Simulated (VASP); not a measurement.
# Hg in VASP: single point with PBE+D3(BJ)

Aim: the single point of Hg with PBE+D3(BJ).

Everything below comes from runs of VASP 6.6.1. Logs are shortened: lines on timing, memory, paths and dates and some standing lists are left out, and cuts for length are marked.

### 1 The cell of the first run

The typed cell holds 1 atom: a = 3.288 Å, b = 3.288 Å, c = 3.797 Å, α = 54.73°, β = 54.73°, γ = 70.53°.

### 2 Single point, PBE+D3(BJ)

INCAR

```
PREC     = Accurate       # precision mode
ENCUT    = 520            # plane-wave cutoff, eV
EDIFF    = 1E-6           # SCF threshold, eV
ISMEAR   = 0              # smearing method
SIGMA    = 0.15           # smearing width, eV
LREAL    = F              # projectors in reciprocal space
LASPH    = T              # aspherical terms in the spheres
NELM     = 80             # most SCF steps
ALGO     = Fast           # electronic algorithm
ISIF     = 2              # what is computed and relaxed
LWAVE    = F              # write WAVECAR
LCHARG   = F              # write CHGCAR
GGA      = PE             # functional
IVDW     = 12             # dispersion correction
NBANDS   = 12             # bands
```

KPOINTS

```
Automatic mesh
0
Gamma
  20 20 20
```

POSCAR

```
Hg
1.0
    0.0000000000      2.6849649073      1.8982701895
    2.6849649073      0.0000000000      1.8982701895
    2.6849649073      2.6849649073      0.0000000000
Hg
1
Direct
    0.0000000000      0.0000000000      0.0000000000
```

Potentials or basis: VASP PAW PBE potentials, release 64 (Hg).

Command:

```console
cat potpaw_PBE.64/Hg/POTCAR > POTCAR
mpirun -np 1 vasp_std > vasp.out
```

OUTCAR:

```text
PREC = Accurate
   ENCUT = 520
   EDIFF = 1E-6
   ISMEAR = 0
   LREAL = F
   LASPH = T
   NELM = 80
   ISIF = 2
   GGA = PE
   IVDW = 12
 IVDW          = 12

 ion  position               nearest neighbor table
   1  0.000  0.000  0.000-

  LATTYP: Found a body centered tetragonal cell.
 ALAT       =     3.7971137864
 C/A-ratio  =     0.9998489886

  Lattice vectors:

 A1 = (   0.0000000000,  -2.6849649073,  -1.8982701895)
 A2 = (   0.0000000000,   2.6849649073,  -1.8982701895)
 A3 = (   2.6849649073,   0.0000000000,   1.8982701895)

Analysis of symmetry for initial positions (statically):
=====================================================================
 Subroutine PRICEL returns:
 Original cell was already a primitive cell.

 Routine SETGRP: Setting up the symmetry group for a
 body centered tetragonal supercell.

 Subroutine GETGRP returns: Found 16 space group operations
 (whereof 16 operations were pure point group operations)
 out of a pool of 16 trial point group operations.

The static configuration has the point symmetry D_4h.

Analysis of symmetry for dynamics (positions and initial velocities):
=====================================================================
 Subroutine PRICEL returns:
 Original cell was already a primitive cell.

 Routine SETGRP: Setting up the symmetry group for a
 body centered tetragonal supercell.

 Subroutine GETGRP returns: Found 16 space group operations
 (whereof 16 operations were pure point group operations)
 out of a pool of 16 trial point group operations.

The dynamic configuration has the point symmetry D_4h.

 Subroutine INISYM returns: Found 16 space group operations
 (whereof 16 operations are pure point group operations),
 and found     1 'primitive' translations

----------------------------------------------------------------------------------------

                                     Primitive cell

  volume of cell :      27.3694

  direct lattice vectors                    reciprocal lattice vectors
     0.000000000  2.684964907  1.898270190    -0.186222173  0.186222173  0.263397699
     2.684964907  0.000000000  1.898270190     0.186222173 -0.186222173  0.263397699
     2.684964907  2.684964907  0.000000000     0.186222173  0.186222173 -0.263397699

  length of vectors
     3.288231480  3.288231480  3.797113786     0.372472473  0.372472473  0.372472473

  position of ions in fractional coordinates (direct lattice)
     0.000000000  0.000000000  0.000000000

  ion indices of the primitive-cell ions
   primitive index   ion index
                 1           1

----------------------------------------------------------------------------------------
[... 83 lines left out ...]
   EMIN   =  10.00;   EMAX   =-10.00  energy-range for DOS
   EFERMI =   0.00;   METHOD = LEGACY
   ISMEAR =     0;   SIGMA  =   0.15  broadening in eV -4-tet -1-fermi 0-gaus
   EFERMI_NEDOS =   21; number of points for ismear=-14 and -15
   IALGO  =     68    algorithm
   IMIX   =      4    mixing-type and parameters
     AMIX     =   0.40;   BMIX     =  1.00
     AMIX_MAG =   1.60;   BMIX_MAG =  1.00
  volume/ion in A,a.u.               =      27.37       184.70
  Fermi-wavevector in a.u.,A,eV,Ry     =   1.243694  2.350241 21.045144  1.546774
  Thomas-Fermi vector in A             =   2.377993
   LORBIT       =      0    0 simple, 1 ext, 2 COOP (PROOUT), +10 PAW based schemes
   GGA     = PE    functional components
   LHFCALC =     F    Hartree Fock is set to
   AEXX    =    0.0000 exact exchange contribution
   IVDW    =    12    specifies the selected vdW correction
   LEPSILON=     F    determine dielectric tensor
   LRPA    =     F    only Hartree local field effects (RPA)
 non-spin polarized calculation
 RMM-DIIS sequential band-by-band and
 Gauss-broadening in eV      SIGMA  =   0.15
  energy-cutoff  :      520.00
  volume of cell :       27.37
 maximum number of plane-waves:       751
   NGX = 13   NGY = 13   NGZ = 13

 number of electron      11.9999998 magnetization

 Free energy of the ion-electron system (eV)
  ---------------------------------------------------
  ext. energy  EPLUGINS =         0.00000000
  ---------------------------------------------------
  free energy    TOTEN  =        -0.17494313 eV

  energy without entropy =       -0.17260327  energy(sigma->0) =       -0.17377320

 E-fermi :   1.5912     XC(G=0): -10.0534

 val. band max:        1.5252164689   @ k =   0.5000   0.4000   0.1000
 cond. band min:       1.6476340424   @ k =  -0.4500   0.0500   0.4500
 fundamental gap:      0.1224175735
 Fermi energy:         1.5911912694

 k-point     1 :       0.0000    0.0000    0.0000
  band No.  band energies     occupation
      1      -6.2449      2.00000
      2      -5.0028      2.00000
      3      -5.0025      2.00000
      4      -5.0025      2.00000
      5      -4.3331      2.00000
      6      -4.3327      2.00000
      7      16.0311      0.00000
      8      16.0311      0.00000
      9      16.0328      0.00000
     10      16.3588      0.00000
     11      16.3588      0.00000
     12      16.3608      0.00000
[... 331 lines left out ...]
 k-point    24 :      -0.3500    0.0500    0.0000
  band No.  band energies     occupation
      1      -5.4550      2.00000
      2      -5.2427      2.00000
      3      -4.4538      2.00000
      4      -4.3369      2.00000
      5      -4.1203      2.00000
      6      -2.7351      2.00000
      7       4.8637      0.00000
      8      10.9995      0.00000
      9      11.7385      0.00000
     10      15.3631      0.00000
     11      16.2979      0.00000
     12      18.5487      0.00000

 [... further k-points ...]

------------------------ aborting loop because EDIFF is reached ----------------------------------------

 Edisp (eV)   -0.38342

 E8    (eV) :    -0.1743

  FORCE on cell =-STRESS in cart. coord.  units (eV):
  Direction    XX          YY          ZZ          XY          YZ          ZX
  --------------------------------------------------------------------------------------
  -------------------------------------------------------------------------------------
  Total      -0.18411    -0.18411    -0.18417     0.00000     0.00000     0.00000
  in kB     -10.77769   -10.77769   -10.78129     0.00000     0.00000     0.00000
  external pressure =      -10.78 kB  Pullay stress =        0.00 kB

 VOLUME and BASIS-vectors are now :
 -----------------------------------------------------------------------------
  energy-cutoff  :      520.00
  volume of cell :       27.37
      direct lattice vectors                 reciprocal lattice vectors
     0.000000000  2.684964907  1.898270190    -0.186222173  0.186222173  0.263397699
     2.684964907  0.000000000  1.898270190     0.186222173 -0.186222173  0.263397699
     2.684964907  2.684964907  0.000000000     0.186222173  0.186222173 -0.263397699

 POSITION                                       TOTAL-FORCE (eV/Angst)
 -----------------------------------------------------------------------------------
      0.00000      0.00000      0.00000         0.000000      0.000000      0.000000
 -----------------------------------------------------------------------------------
    total drift:                               -0.000000     -0.000000      0.000000

  FREE ENERGIE OF THE ION-ELECTRON SYSTEM (eV)
  ---------------------------------------------------
  free  energy   TOTEN  =        -0.5583587308 eV

  energy  without entropy=       -0.5560188700  energy(sigma->0) =       -0.55718880
```

OSZICAR:

```text
N       E                     dE             d eps       ncg     rms          rms(c)
DAV:   1     0.718496051558E+02    0.71850E+02   -0.64611E+03 16352   0.940E+02
DAV:   2     0.111059368780E+01   -0.70739E+02   -0.66093E+02 17040   0.220E+02
DAV:   3    -0.191239160533E+00   -0.13018E+01   -0.13011E+01 17996   0.332E+01
DAV:   4    -0.192517601643E+00   -0.12784E-02   -0.12784E-02 16896   0.111E+00
DAV:   5    -0.192519516842E+00   -0.19152E-05   -0.19154E-05 17612   0.408E-02    0.224E+00
RMM:   6    -0.175602866652E+00    0.16917E-01   -0.30381E-02 15474   0.166E+00    0.176E+00
RMM:   7    -0.174774496041E+00    0.82837E-03   -0.43875E-03 16123   0.543E-01    0.826E-01
RMM:   8    -0.174917077681E+00   -0.14258E-03   -0.66555E-04 16046   0.348E-01    0.433E-02
RMM:   9    -0.174938030448E+00   -0.20953E-04   -0.59484E-05 17295   0.743E-02    0.265E-02
RMM:  10    -0.174943358867E+00   -0.53284E-05   -0.17546E-05 16389   0.540E-02    0.638E-03
RMM:  11    -0.174943127710E+00    0.23116E-06   -0.14464E-06 11954   0.116E-02
   1 F= -.55835873E+00 E0= -.55718880E+00  d E =-.233986E-02
```

stdout:

```text
POSCAR found type information on POSCAR Hg
 POSCAR found :  1 types and       1 ions
 scaLAPACK will be used
 LDA part: xc-table for (Slater+PW92), standard interpolation
 POSCAR, INCAR and KPOINTS ok, starting setup
 FFT: planning ... GRIDC
 FFT: planning ... GRID_SOFT
 FFT: planning ... GRID
 WAVECAR not read
 entering main loop
```

Run time: 58 s. Hardware: 1 thread of Intel Xeon 6975P-C (Granite Rapids), shared host; peak memory 0.31 GiB.

Results:

```
Free energy                : -0.5584 eV
Pressure                   : -1.1 GPa
Band gap on the k mesh     : zero (bands 6 and 7 overlap by 2.97 eV)
Dispersion energy per atom : -0.383 eV
```

Caveat: spin-orbit coupling is left out, which moves the levels of the heavy elements.

The gap in the log of VASP goes by the Fermi energy; the results here count the filled bands.